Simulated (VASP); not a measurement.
The system is AlB2P3.

```xyz
6
Lattice="3.5026 0.0000 0.0000 -1.7513 3.0334 0.0000 0.0000 0.0000 8.5796" Properties=species:S:1:pos:R:3 pbc="T T T"
Al    1.7513    1.0111    2.8599
B     0.0000    0.0000    0.0000
B     0.0000    2.0222    5.7197
P     0.0000    0.0000    2.1449
P     1.7513    1.0111    5.0048
P     0.0000    2.0222    7.8647
```

- Program: VASP 6.6.1
- Task: relaxation of cell and atoms
- Functional: PBE
- Potentials or basis: VASP PAW PBE potentials, release 64 (Al, B, P)
- Cutoff: 600 eV
- k mesh: 6 × 6 × 2
- Occupations: gaussian, width 0.1 eV
- Spin: no spin polarisation

At the start: pressure 0.7 GPa; volume 15.19 Å³/atom.

Q: Where does the relaxation end?

A: Over 10 steps the energy falls by 215.3 meV/atom and the volume is 14.55 Å³/atom (-4.2 %); space group P3m1 (No. 156, to 0.05 Å).

Step by step:
```
step  energy change (eV)  largest force (eV/Å)  pressure (GPa)  volume (Å³)
   1              0.0000                4.4442            0.65        91.16
   2             -0.9249                1.7725           -3.99        91.97
   3             -0.9330                1.8980           -4.24        92.06
   4             -1.2241                1.1124            1.23        86.87
   5             -1.2251                1.1077            1.65        86.55
   6             -1.2642                0.7551            0.51        86.90
   7             -1.2891                0.1573            0.83        86.77
   8             -1.2912                0.0558           -0.49        87.67
   9             -1.2916                0.0444           -0.10        87.40
  10             -1.2918                0.0204            0.03        87.33
```

Final structure:
```
Al B P
1.0
     3.41671    0.00000    0.00000
    -1.70835    2.95895    0.00000
     0.00000    0.00000    8.63806
Al B P
1 2 3
Direct
  0.66667 0.33333 0.33726
  0.00000 0.00000 0.98541
  0.33333 0.66667 0.68596
  0.00000 0.00000 0.21394
  0.66667 0.33333 0.61358
  0.33333 0.66667 0.91385
```
